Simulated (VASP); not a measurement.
Set up this calculation in VASP 6.6.1, as the native input.

| Property | Result |
| --- | --- |
| Task | electric field gradients |
| Functional | PBEsol |
| Potentials or basis | VASP PAW PBE potentials, release 64 (Ti_sv) |
| Cutoff | 400 eV |
| k mesh | 11 × 11 × 6 |
| Occupations | fermi-dirac, width 0.05 eV |
| Spin | no spin polarisation |
| Dipole correction | no |
| Further INCAR settings | ALGO = Normal; EDIFF = 1e-08; NBANDS = 19 |

The structure of Ti lies in POSCAR:

```
Ti
1.0
    2.9500000000      0.0000000000      0.0000000000
   -1.4750000000      2.5547749412      0.0000000000
    0.0000000000      0.0000000000      4.6800000000
Ti
2
Direct
    0.3333333333      0.6666666667      0.2500000000
    0.6666666667      0.3333333333      0.7500000000
```

These files were run (other wordings do the same):

INCAR

```
SYSTEM = Ti
ALGO = Normal ; EDIFF = 1E-8
ENCUT = 400 ; GGA = PS
GGA_COMPAT = .FALSE. ; ISIF = 2
ISMEAR = -1 ; LASPH = .TRUE.
LCHARG = .FALSE. ; LEFG = .TRUE.
LREAL = .FALSE. ; LWAVE = .FALSE.
NBANDS = 19 ; NELM = 120
PREC = Accurate ; SIGMA = 0.05
```

KPOINTS

```
k-points
0
G
  11 11 6
  0 0 0
```

Potentials or basis: VASP PAW PBE potentials, release 64 (Ti_sv).

Command:

```console
$ cat potpaw_PBE.64/Ti_sv/POTCAR > POTCAR
$ mpirun -np 1 vasp_std > vasp.out
```

Results of the run:

| Quantity | Value |
| --- | --- |
| Pressure | -6.6 GPa |
| Band gap on the k mesh | zero (bands 12 and 13 overlap by 1.00 eV) |
| Largest electric field gradient by atom | Ti +16.9 V/Å² |

Caveat: the cell stands under tension; without QUAD_EFG the Cq values of the log hold for a quadrupole moment of 1 mb, not for the nuclei; the PAW data sets were made with another functional, which shifts forces and pressure a little.

It took 59 s on 1 thread of Intel Xeon 8259CL (shared host), peak memory 0.15 GiB.
